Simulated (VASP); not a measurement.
Ag: single point with r2SCAN

Crystal: Ag.

```
CELL_PARAMETERS angstrom
-1.61425 1.61425 1.61425
1.61425 -1.61425 1.61425
1.61425 1.61425 -1.61425
ATOMIC_POSITIONS crystal
Ag 0.00000 0.00000 0.00000
```

This isn't the form of Ag at room conditions, which is fcc.

```yaml
Program: VASP 6.6.1
Task: single point
Functional: r2SCAN
Potentials_or_basis: VASP PAW PBE potentials, release 64 (Ag)
Cutoff: 520 eV
k_mesh: 18 × 18 × 18
Occupations: gaussian, width 0.1 eV
Spin: no spin polarisation
Dipole_correction: no
Further_INCAR_settings: ALGO = Normal; EDIFF = 1e-06; NBANDS = 12
```

| Item | Value |
| --- | --- |
| Pressure | 4.2 GPa |
| Band gap on the k mesh | zero (an odd number of electrons rules out a gap without spin polarisation) |

Levels at points of the mesh, in eV from the Fermi level:
```tsv
k point	band 2	band 3	band 4	band 5	band 6	band 7	band 8	band 9	band 10	band 11
(0.00, 0.00, 0.00)	-5.33	-5.33	-5.33	-3.95	-3.95	18.76	18.76	18.76	25.40	25.40
(0.50, 0.00, 0.00)	-6.15	-4.00	-3.82	-2.88	-0.05	4.36	13.95	15.24	20.84	22.15
(0.50, 0.50, 0.50)	-6.85	-3.13	-3.13	-3.13	7.28	7.28	7.28	13.54	14.06	14.06
```

Wall time 82 s on 1 thread of Intel(R) Xeon(R) Platinum 8488C (Sapphire Rapids) (shared host), peak memory 0.17 GiB.

Caveat: the cell stands under pressure; the PAW data sets were made with another functional, which shifts forces and pressure a little.
